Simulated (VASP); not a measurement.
A run of VASP 6.6.1:

POSCAR

```
LiF
1.0
    3.0810519408      0.0000000000      0.0000000000
   -1.5405259704      2.6682692511      0.0000000000
    0.0000000000      0.0000000000      4.7852338528
Li F
2 2
Direct
    0.3333333333      0.6666666667      0.3824388584
    0.6666666667      0.3333333333      0.8824388584
    0.3333333333      0.6666666667      0.9925591416
    0.6666666667      0.3333333333      0.4925591416
```

INCAR.step1

```
SYSTEM = LiF
  PREC = Accurate
  ENCUT = 520
  ISMEAR = 0
  SIGMA = 0.01
  LREAL = .False.
  LASPH = .True.
  NELM = 100
  NBANDS = 18
  GGA = PE
  ALGO = Normal
  EDIFF = 1E-4
  LWAVE = .True.
  LCHARG = .False.
```

File INCAR.step2:

```
SYSTEM = LiF
  PREC = Accurate
  ENCUT = 520
  EDIFF = 1E-7
  ISMEAR = 0
  SIGMA = 0.01
  LREAL = .False.
  LASPH = .True.
  NELM = 100
  ALGO = Normal
  ISIF = 2
  LWAVE = .False.
  LCHARG = .False.
  METAGGA = R2SCAN
  LMIXTAU = .True.
  NBANDS = 18
  ISTART = 1
```

KPOINTS

```
regular mesh
0
Gamma
  3 3 3
  0 0 0
```

Potentials or basis: VASP PAW PBE potentials, release 64 (Li_sv, F).

Run with:

```bash
$ cat potpaw_PBE.64/Li_sv/POTCAR potpaw_PBE.64/F/POTCAR > POTCAR
$ cp INCAR.step1 INCAR
$ mpirun -np 1 vasp_std > vasp.out
$ cp INCAR.step2 INCAR
$ mpirun -np 1 vasp_std > vasp.out
```

Hardware: 1 thread of Intel(R) Xeon(R) Platinum 8375C CPU @ 2.90GHz (Ice Lake), with other jobs on the host.

Q: Estimate the wall time of this run.

A: Run time: 26 s on 1 thread of Intel(R) Xeon(R) Platinum 8375C CPU @ 2.90GHz (Ice Lake), with other jobs on the host, peak memory 0.15 GiB. Counts: k points 6.
